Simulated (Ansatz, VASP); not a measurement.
Two plane-wave programs on AlP

The input INCAR:

```
ALGO = Normal
EDIFF = 1E-6
ENCUT = 500
GGA = PS
GGA_COMPAT = False
ISIF = 2
ISMEAR = 0
LASPH = True
LCHARG = False
LREAL = False
LWAVE = False
NBANDS = 11
NELM = 120
PREC = Accurate
SIGMA = 0.02
```

KPOINTS

```
k-points
0
Gamma
  10 10 10
```

Contents of POSCAR:

```
AlP
1.0
    0.0000000000      2.7348432858      2.7348432858
    2.7348432858      0.0000000000      2.7348432858
    2.7348432858      2.7348432858      0.0000000000
Al P
1 1
Direct
    0.0000000000      0.0000000000      0.0000000000
    0.2500000000      0.2500000000      0.2500000000
```

Input for Ansatz:

```yaml
crystal:
  lattice:
    - [0.0, 2.7348432858, 2.7348432858]
    - [2.7348432858, 0.0, 2.7348432858]
    - [2.7348432858, 2.7348432858, 0.0]
  atoms:
    - { symbol: Al, position: [0.0, 0.0, 0.0] }
    - { symbol: P, position: [0.25, 0.25, 0.25] }
basis:
  ecutwfc: 420
kpoints:
  mp_grid: { grid: [10, 10, 10] }
  band_path: { path: [VBM, CBM], npoints: 2 }
hamiltonian:
  xc: pbesol
scf:
  occupations: { method: gaussian, width: 0.02 }
output:
  forces: true
  stress: true
  eigenvalues: true
checkpoint:
  read: start.run
  write: ck
  compress: false
  write_wavefunctions: false
  write_every: 100000
```

Alike in both runs: task single point; functional PBEsol; k mesh 10 × 10 × 10; occupations gaussian, width 0.02 eV; no spin polarisation.

```csv
,VASP,Ansatz
version,VASP 6.6.1,Ansatz 0.2.0
potentials or method,"VASP PAW PBE potentials, release 64 (Al, P), cutoff 500 eV","scalar-relativistic, plane waves, PAW"
valence electrons in the cell,8,8
```

|  | VASP | Ansatz | Ansatz less VASP |
| --- | --- | --- | --- |
| gap on the k mesh at the Fermi level (eV) | 1.45 | 1.45 | +0.003 |
| least direct gap on the mesh (eV) | 3.16 | 3.15 | -0.006 |
| pressure (GPa) | 0.1 | 0.0 | -0.03 |

VASP's potentials were made for PBE, not for PBEsol.
